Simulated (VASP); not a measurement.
A run of VASP 6.6.1:

INCAR

```
ALGO = Normal ; EDIFF = 1E-6
EDIFFG = -0.01 ; ENCUT = 600
GGA = PE ; IBRION = 2
ISIF = 3 ; ISMEAR = 0
LASPH = True ; LCHARG = False
LREAL = False ; LWAVE = False
NELM = 100 ; NSW = 100
PREC = Accurate ; SIGMA = 0.1
```

File KPOINTS:

```
k-points
0
Gamma
  8 8 8
```

Contents of POSCAR:

```
HfNbSe4
1.0
    0.0000000000      3.9262395773      3.9262395773
    3.9262395773      0.0000000000      3.9262395773
    3.9262395773      3.9262395773      0.0000000000
Hf Nb Se
1 1 4
Direct
    0.0000000000      0.0000000000      0.0000000000
    0.2500000000      0.2500000000      0.2500000000
    0.6249398880      0.6249398880      0.1251803359
    0.6249398880      0.1251803359      0.6249398880
    0.1251803359      0.6249398880      0.6249398880
    0.6249398880      0.6249398880      0.6249398880
```

Potentials or basis: VASP PAW PBE potentials, release 64 (Hf_pv, Nb_sv, Se).

Command:

```console
$ cat potpaw_PBE.64/Hf_pv/POTCAR potpaw_PBE.64/Nb_sv/POTCAR potpaw_PBE.64/Se/POTCAR > POTCAR
$ mpirun -np 1 vasp_std > vasp.out
```

Hardware: 1 thread of Intel(R) Xeon(R) 6975P-C (Granite Rapids) (shared host).

Estimate the wall time of this run.

Run time: 4.4 min on 1 thread of Intel(R) Xeon(R) 6975P-C (Granite Rapids), with other jobs on the host, peak memory 0.43 GiB. Counts: scf iterations 40, k points 29, ion steps 5.
